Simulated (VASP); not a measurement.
# H2 in VASP: further runs

H2 is run at these levels: LDA; tasks: single point, relaxation of the atoms.

All numbers are computed with VASP 6.6.1; they aren't measurements. Logs are shortened: lines on timing, memory, paths and dates and some standing lists are left out, and cuts for length are marked.

## Step 1: The cell of the first run

The cell holds a molecule in a box, 2 atoms: a = 9.000 Å, b = 9.500 Å, c = 10.000 Å, α = 90.00°, β = 90.00°, γ = 90.00°.

## Step 2: Single point, LDA

INCAR

```
SYSTEM = H
PREC     = Accurate       ! precision mode
ENCUT    = 520            ! plane-wave cutoff, eV
EDIFF    = 1E-6           ! SCF threshold, eV
ISMEAR   = -1             ! smearing method
SIGMA    = 0.02           ! smearing width, eV
LREAL    = .False.        ! projectors in reciprocal space
LASPH    = .True.         ! aspherical terms in the spheres
NELM     = 100            ! most SCF steps
ALGO     = Normal         ! electronic algorithm
ISIF     = 2              ! what is computed and relaxed
LWAVE    = .False.        ! write WAVECAR
LCHARG   = .True.         ! write CHGCAR
GGA      = CA             ! functional
LELF     = .True.         ! ELF
LVHAR    = .True.       
NBANDS   = 8              ! bands
```

KPOINTS

```
regular mesh
0
Gamma
  1 1 1
  0 0 0
```

POSCAR

```
H
1.0
    9.0000000000      0.0000000000      0.0000000000
    0.0000000000      9.5000000000      0.0000000000
    0.0000000000      0.0000000000     10.0000000000
H
2
Direct
    0.5000000000      0.5000000000      0.4617836126
    0.5000000000      0.5000000000      0.5382163874
```

Potentials or basis: VASP PAW LDA potentials, release 64 (H).

Launch:

```console
cat potpaw_LDA.64/H/POTCAR > POTCAR
mpirun -np 1 vasp_gam > vasp.out
```

OUTCAR:

```text
SYSTEM = H
   PREC = Accurate
   ENCUT = 520
   EDIFF = 1E-6
   ISMEAR = -1
   LREAL = .False.
   LASPH = .True.
   NELM = 100
   ISIF = 2
   GGA = CA

 ion  position               nearest neighbor table
   1  0.500  0.500  0.462-   2 0.76
   2  0.500  0.500  0.538-   1 0.76

  LATTYP: Found a simple orthorhombic cell.
 ALAT       =     9.0000000000
 B/A-ratio  =     1.0555555556
 C/A-ratio  =     1.1111111111

  Lattice vectors:

 A1 = (   9.0000000000,   0.0000000000,   0.0000000000)
 A2 = (   0.0000000000,   9.5000000000,   0.0000000000)
 A3 = (   0.0000000000,   0.0000000000,  10.0000000000)

Analysis of symmetry for initial positions (statically):
=====================================================================
 Subroutine PRICEL returns:
 Original cell was already a primitive cell.

 Routine SETGRP: Setting up the symmetry group for a
 simple orthorhombic supercell.

 Subroutine GETGRP returns: Found  8 space group operations
 (whereof  8 operations were pure point group operations)
 out of a pool of  8 trial point group operations.

The static configuration has the point symmetry D_2h.

Analysis of symmetry for dynamics (positions and initial velocities):
=====================================================================
 Subroutine PRICEL returns:
 Original cell was already a primitive cell.

 Routine SETGRP: Setting up the symmetry group for a
 simple orthorhombic supercell.

 Subroutine GETGRP returns: Found  8 space group operations
 (whereof  8 operations were pure point group operations)
 out of a pool of  8 trial point group operations.

The dynamic configuration has the point symmetry D_2h.

 Subroutine INISYM returns: Found  8 space group operations
 (whereof  8 operations are pure point group operations),
 and found     1 'primitive' translations

----------------------------------------------------------------------------------------

                                     Primitive cell

  volume of cell :     855.0000

  direct lattice vectors                    reciprocal lattice vectors
     9.000000000  0.000000000  0.000000000     0.111111111  0.000000000  0.000000000
     0.000000000  9.500000000  0.000000000     0.000000000  0.105263158  0.000000000
[... 53 lines left out ...]
   ISTART =      0    job   : 0-new  1-cont  2-samecut
   ICHARG =      2    charge: 1-file 2-atom 10-const
   ISPIN  =      1    spin polarized calculation?
   LNONCOLLINEAR =      F non collinear calculations
   LSORBIT =      F    spin-orbit coupling
   LASPH  =      T    aspherical Exc in radial PAW
   ENCUT  =  520.0 eV  38.22 Ry    6.18 a.u.  16.73 17.66 18.59*2*pi/ulx,y,z
   NELM   =    100;   NELMIN=  2; NELMDL= -5     # of ELM steps
   EDIFF  = 0.1E-05   stopping-criterion for ELM
   LREAL  =      F    real-space projection
   EDIFFG = 0.1E-04   stopping-criterion for IOM
   NSW    =      0    number of steps for IOM
   IBRION =     -1    ionic relax: 0-MD 1-quasi-New 2-CG
   NFREE  =      0    steps in history (QN), initial steepest desc. (CG)
   ISIF   =      2    stress and relaxation
   ISYM   =      2    0-nonsym 1-usesym 2-fastsym
   POTIM  = 0.5000    time-step for ionic-motion
   TEBEG  =    0.0;   TEEND  =   0.0 temperature during run
   PSTRESS=    0.0 pullay stress
   NELECT =       2.0000    total number of electrons
   NUPDOWN=      -1.0000    fix difference up-down
   EMIN   =  10.00;   EMAX   =-10.00  energy-range for DOS
   EFERMI =   0.00;   METHOD = LEGACY
   ISMEAR =    -1;   SIGMA  =   0.02  broadening in eV -4-tet -1-fermi 0-gaus
   EFERMI_NEDOS =   21; number of points for ismear=-14 and -15
   IALGO  =     38    algorithm
   IMIX   =      4    mixing-type and parameters
     AMIX     =   0.40;   BMIX     =  1.00
     AMIX_MAG =   1.60;   BMIX_MAG =  1.00
  volume/ion in A,a.u.               =     427.50      2884.91
  Fermi-wavevector in a.u.,A,eV,Ry     =   0.217318  0.410672  0.642565  0.047227
  Thomas-Fermi vector in A             =   0.994036
   LORBIT       =      0    0 simple, 1 ext, 2 COOP (PROOUT), +10 PAW based schemes
   GGA     = CA    functional components
   LHFCALC =     F    Hartree Fock is set to
   AEXX    =    0.0000 exact exchange contribution
   IVDW    =     0    specifies the selected vdW correction
   LEPSILON=     F    determine dielectric tensor
   LRPA    =     F    only Hartree local field effects (RPA)
 non-spin polarized calculation
  energy-cutoff  :      520.00
  volume of cell :      855.00
 maximum number of plane-waves:     11510
 NGX is ok and might be reduce to    70
   NGX = 33   NGY = 35   NGZ = 37

 number of electron       2.0000001 magnetization

 Free energy of the ion-electron system (eV)
  ---------------------------------------------------
  ext. energy  EPLUGINS =         0.00000000
  ---------------------------------------------------
  free energy    TOTEN  =        -6.69835940 eV

  energy without entropy =       -6.69835940  energy(sigma->0) =       -6.69835940

 E-fermi :  -9.6254     XC(G=0):  -0.4200

 val. band max:      -10.1195892636   @ k =   0.0000   0.0000   0.0000
 cond. band min:      -0.1497407933   @ k =   0.0000   0.0000   0.0000
 fundamental gap:      9.9698484703
 Fermi energy:        -9.6254292020

 k-point     1 :       0.0000    0.0000    0.0000
  band No.  band energies     occupation
      1     -10.1196      2.00000
      2      -0.1497      0.00000
      3       0.3505      0.00000
      4       1.0675      0.00000
      5       1.1956      0.00000
      6       1.3766      0.00000
      7       1.5440      0.00000
      8       1.7392      0.00000

------------------------ aborting loop because EDIFF is reached ----------------------------------------

  FORCE on cell =-STRESS in cart. coord.  units (eV):
  Direction    XX          YY          ZZ          XY          YZ          ZX
  --------------------------------------------------------------------------------------
  -------------------------------------------------------------------------------------
  Total       -0.0263231     -0.0255845      0.0033482      0.0000000      0.0000000      0.0000000
  in kB       -0.0493267     -0.0479426      0.0062741      0.0000000      0.0000000      0.0000000
  external PRESSURE =      -0.0303317 kB  Pullay stress =       0.0000000 kB

 VOLUME and BASIS-vectors are now :
 -----------------------------------------------------------------------------
  energy-cutoff  :      520.00
  volume of cell :      855.00
      direct lattice vectors                 reciprocal lattice vectors
     9.000000000  0.000000000  0.000000000     0.111111111  0.000000000  0.000000000
     0.000000000  9.500000000  0.000000000     0.000000000  0.105263158  0.000000000
     0.000000000  0.000000000 10.000000000     0.000000000  0.000000000  0.100000000

 POSITION                                       TOTAL-FORCE (eV/Angst)
 -----------------------------------------------------------------------------------
      4.50000      4.75000      4.61784         0.000000      0.000000     -0.045243
      4.50000      4.75000      5.38216         0.000000      0.000000      0.045243
 -----------------------------------------------------------------------------------
    total drift:                                0.000000      0.000000      0.000000

  FREE ENERGIE OF THE ION-ELECTRON SYSTEM (eV)
  ---------------------------------------------------
  free  energy   TOTEN  =        -6.6983594048 eV

  energy  without entropy=       -6.6983594048  energy(sigma->0) =       -6.69835940
```

OSZICAR:

```text
N       E                     dE             d eps       ncg     rms          rms(c)
DAV:   1     0.942253506694E-02    0.94225E-02   -0.46851E+02    16   0.117E+02
DAV:   2    -0.707331819173E+01   -0.70827E+01   -0.70827E+01    16   0.312E+01
DAV:   3    -0.742351025113E+01   -0.35019E+00   -0.35019E+00    24   0.853E+00
DAV:   4    -0.742367736386E+01   -0.16711E-03   -0.16711E-03    16   0.215E-01
DAV:   5    -0.742367818744E+01   -0.82358E-06   -0.82359E-06    16   0.198E-02    0.447E+00
DAV:   6    -0.693679799570E+01    0.48688E+00   -0.28390E-01    16   0.158E+00    0.239E+00
DAV:   7    -0.669312864888E+01    0.24367E+00   -0.51883E-01    16   0.217E+00    0.287E-01
DAV:   8    -0.669507555669E+01   -0.19469E-02   -0.25247E-03    16   0.162E-01    0.150E-01
DAV:   9    -0.669290348407E+01    0.21721E-02   -0.28525E-03    16   0.152E-01    0.392E-02
DAV:  10    -0.669560194447E+01   -0.26985E-02   -0.11439E-03    16   0.847E-02    0.239E-02
DAV:  11    -0.669642699865E+01   -0.82505E-03   -0.33846E-05    24   0.212E-02    0.961E-03
DAV:  12    -0.669799777480E+01   -0.15708E-02   -0.34136E-04    16   0.492E-02    0.692E-03
DAV:  13    -0.669831303853E+01   -0.31526E-03   -0.36902E-05    16   0.163E-02    0.699E-03
DAV:  14    -0.669832998809E+01   -0.16950E-04   -0.11876E-06    16   0.283E-03    0.122E-03
DAV:  15    -0.669835567307E+01   -0.25685E-04   -0.16551E-06    16   0.345E-03    0.238E-04
DAV:  16    -0.669835736869E+01   -0.16956E-05   -0.92605E-08    16   0.990E-04    0.373E-04
DAV:  17    -0.669835842566E+01   -0.10570E-05   -0.10478E-07    16   0.842E-04    0.202E-04
DAV:  18    -0.669835940482E+01   -0.97916E-06   -0.47354E-08    16   0.560E-04
   1 F= -.66983594E+01 E0= -.66983594E+01  d E =-.191240E-10
```

Run time: 14 s. Hardware: 1 thread of Intel Xeon 6975P-C (Granite Rapids), shared host; peak memory 0.48 GiB.

Results:

```
Free energy                     : -6.6984 eV
Largest force                   : 0.045 eV/Å
Gap between the frontier levels : 9.97 eV
```

Forces in eV/Å, atoms in the order of the input:
```
H    0.000  0.000 -0.045
H    0.000  0.000  0.045
```

## Step 3: Relaxation of the atoms, LDA

INCAR

```
SYSTEM = H
PREC = Accurate ; ENCUT = 520
EDIFF = 1E-6 ; ISMEAR = -1
SIGMA = 0.02 ; LREAL = .FALSE.
LASPH = .TRUE. ; NELM = 100
ALGO = Normal ; ISIF = 2
LWAVE = .FALSE. ; LCHARG = .FALSE.
GGA = CA ; IBRION = 2
NSW = 80 ; EDIFFG = -0.03
```

KPOINTS

```
Automatic mesh
0
G
  1 1 1
  0 0 0
```

POSCAR

```
H
1.0
    9.0000000000      0.0000000000      0.0000000000
    0.0000000000      9.5000000000      0.0000000000
    0.0000000000      0.0000000000     10.0000000000
H
2
Direct
    0.5000000000      0.5000000000      0.4625000000
    0.5000000000      0.5000000000      0.5375000000
```

Potentials or basis: VASP PAW LDA potentials, release 64 (H).

Launch:

```console
cat potpaw_LDA.64/H/POTCAR > POTCAR
mpirun -np 1 vasp_gam > vasp.out
```

OUTCAR:

```text
SYSTEM = H
   PREC = Accurate
   ENCUT = 520
   EDIFF = 1E-6
   ISMEAR = -1
   LREAL = .FALSE.
   LASPH = .TRUE.
   NELM = 100
   ISIF = 2
   GGA = CA
   IBRION = 2
   NSW = 80
   EDIFFG = -0.03

 ion  position               nearest neighbor table
   1  0.500  0.500  0.462-   2 0.75
   2  0.500  0.500  0.538-   1 0.75

  LATTYP: Found a simple orthorhombic cell.
 ALAT       =     9.0000000000
 B/A-ratio  =     1.0555555556
 C/A-ratio  =     1.1111111111

  Lattice vectors:

 A1 = (   9.0000000000,   0.0000000000,   0.0000000000)
[... 157 lines left out ...]

  FORCE on cell =-STRESS in cart. coord.  units (eV):
  Direction    XX          YY          ZZ          XY          YZ          ZX
  --------------------------------------------------------------------------------------
  -------------------------------------------------------------------------------------
  Total       -0.0269118     -0.0261960      0.3669250     -0.0000000      0.0000000      0.0000000
  in kB       -0.0504299     -0.0490885      0.6875777     -0.0000000      0.0000000      0.0000000
  external PRESSURE =       0.1960198 kB  Pullay stress =       0.0000000 kB
[... 59 lines left out ...]
--------------------------------------- Ionic step        3  -------------------------------------------

 number of electron       2.0000000 magnetization

 Free energy of the ion-electron system (eV)
  ---------------------------------------------------
  ext. energy  EPLUGINS =         0.00000000
  ---------------------------------------------------
  free energy    TOTEN  =        -6.69839141 eV

  energy without entropy =       -6.69839141  energy(sigma->0) =       -6.69839141

 E-fermi :  -9.6001     XC(G=0):  -0.4169

 val. band max:      -10.1127496356   @ k =   0.0000   0.0000   0.0000
 cond. band min:      -0.1466879594   @ k =   0.0000   0.0000   0.0000
 fundamental gap:      9.9660616762
 Fermi energy:        -9.6001309358

 k-point     1 :       0.0000    0.0000    0.0000
  band No.  band energies     occupation
      1     -10.1127      2.00000
      2      -0.1467      0.00000
      3       0.3453      0.00000
      4       1.0661      0.00000
      5       1.1946      0.00000
[... 27 lines left out ...]
  FREE ENERGIE OF THE ION-ELECTRON SYSTEM (eV)
  ---------------------------------------------------
  free  energy   TOTEN  =        -6.6983914108 eV

  energy  without entropy=       -6.6983914108  energy(sigma->0) =       -6.69839141

 reached required accuracy - stopping structural energy minimisation
```

OSZICAR:

```text
N       E                     dE             d eps       ncg     rms          rms(c)
DAV:   1     0.211724248309E+01    0.21172E+01   -0.45033E+02    10   0.188E+02
DAV:   2    -0.685899358690E+01   -0.89762E+01   -0.89762E+01    10   0.494E+01
DAV:   3    -0.745310292600E+01   -0.59411E+00   -0.59411E+00    20   0.179E+01
[... 34 lines left out ...]
DAV:   7    -0.669837820307E+01   -0.12393E-04   -0.68106E-07    10   0.292E-03    0.287E-04
DAV:   8    -0.669838796278E+01   -0.97597E-05   -0.52721E-07    10   0.271E-03    0.124E-04
DAV:   9    -0.669838995498E+01   -0.19922E-05   -0.29282E-08    10   0.711E-04    0.117E-04
DAV:  10    -0.669839120348E+01   -0.12485E-05   -0.35452E-08    10   0.704E-04    0.210E-05
DAV:  11    -0.669839141078E+01   -0.20730E-06   -0.57335E-09    10   0.296E-04
   3 F= -.66983914E+01 E0= -.66983914E+01  d E =-.412121E-02
```

CONTCAR:

```text
H
   1.00000000000000
     9.0000000000000000    0.0000000000000000    0.0000000000000000
     0.0000000000000000    9.5000000000000000    0.0000000000000000
     0.0000000000000000    0.0000000000000000   10.0000000000000000
  H
     2
Direct
     0.5000000000000000    0.5000000000000000    0.4617116680421985
     0.5000000000000000    0.5000000000000000    0.5382883319578015

  0.00000000E+00  0.00000000E+00  0.00000000E+00
  0.00000000E+00  0.00000000E+00  0.00000000E+00
```

Wall time 19 s (1 thread of Intel Xeon 6975P-C (Granite Rapids), shared host); peak memory 0.5 GiB.

Results:

- Free energy: -6.6984 eV
- Energy gained by relaxing: 2.1 meV/atom
- Ionic steps: 3
- Gap between the frontier levels: 9.97 eV

Step by step:
```
step  energy change (eV)  largest force (eV/Å)  pressure (GPa)
   1              0.0000                0.5327            0.02
   2              0.0149                1.0290           -0.06
   3             -0.0041                0.0012           -0.01
```

Final structure:
```
CELL_PARAMETERS angstrom
9.00000 0.00000 0.00000
0.00000 9.50000 0.00000
0.00000 0.00000 10.00000
ATOMIC_POSITIONS crystal
H 0.50000 0.50000 0.46171
H 0.50000 0.50000 0.53829
```
